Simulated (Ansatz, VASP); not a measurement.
K4C in VASP and in Ansatz

INCAR

```
  PREC = Accurate
  ENCUT = 520
  EDIFF = 1E-7
  ISMEAR = 0
  SIGMA = 0.1
  LREAL = F
  LASPH = T
  NELM = 100
  ALGO = Normal
  ISIF = 2
  LWAVE = F
  LCHARG = T
  GGA = PE
  LELF = T
  LVHAR = T
  NBANDS = 28
```

The input KPOINTS:

```
regular mesh
0
Gamma
  4 4 4
```

File POSCAR:

```
K4C
1.0
    6.5385690100      0.0000000000      0.0000000000
    0.0000000000      6.5385690100      0.0000000000
    0.0000000000      0.0000000000      6.5385690100
K C
4 1
Direct
    0.2500000000      0.2500000000      0.2500000000
    0.7500000000      0.7500000000      0.2500000000
    0.7500000000      0.2500000000      0.7500000000
    0.2500000000      0.7500000000      0.7500000000
    0.0000000000      0.0000000000      0.0000000000
```

Input for Ansatz:

```yaml
crystal:
  lattice:
    - [6.53856901, 0.0, 0.0]
    - [0.0, 6.53856901, 0.0]
    - [0.0, 0.0, 6.53856901]
  atoms:
    - { symbol: K, position: [0.25, 0.25, 0.25] }
    - { symbol: K, position: [0.75, 0.75, 0.25] }
    - { symbol: K, position: [0.75, 0.25, 0.75] }
    - { symbol: K, position: [0.25, 0.75, 0.75] }
    - { symbol: C, position: [0.0, 0.0, 0.0] }
basis:
  ecutwfc: 420
kpoints:
  mp_grid: { grid: [4, 4, 4] }
hamiltonian:
  xc: pbe
scf:
  occupations: { method: gaussian, width: 0.1 }
  lower_state_search: "off"
output:
  forces: true
  stress: true
  eigenvalues: true
```

Change from the starting cell: ordered vacancies on the anion sites of cuprite (P-43m, No. 215).

Alike in both runs: task single point; functional PBE; k mesh 4 × 4 × 4; occupations gaussian, width 0.1 eV; no spin polarisation.

|  | VASP | Ansatz |
| --- | --- | --- |
| version | VASP 6.6.1 | Ansatz 0.2.0 |
| potentials or method | VASP PAW PBE potentials, release 64 (K_sv, C), cutoff 520 eV | scalar-relativistic, plane waves, PAW |
| valence electrons in the cell | 40 | 40 |

```tsv
	VASP	Ansatz	Ansatz less VASP
gap on the k mesh at the Fermi level (eV)	none	none	-
pressure (GPa)	-0.5	-0.5	0.00
```

A gap of «none» marks a metal or a gap that the smearing closes. With one functional, cell and mesh, what is left measures potentials, basis and numerics.
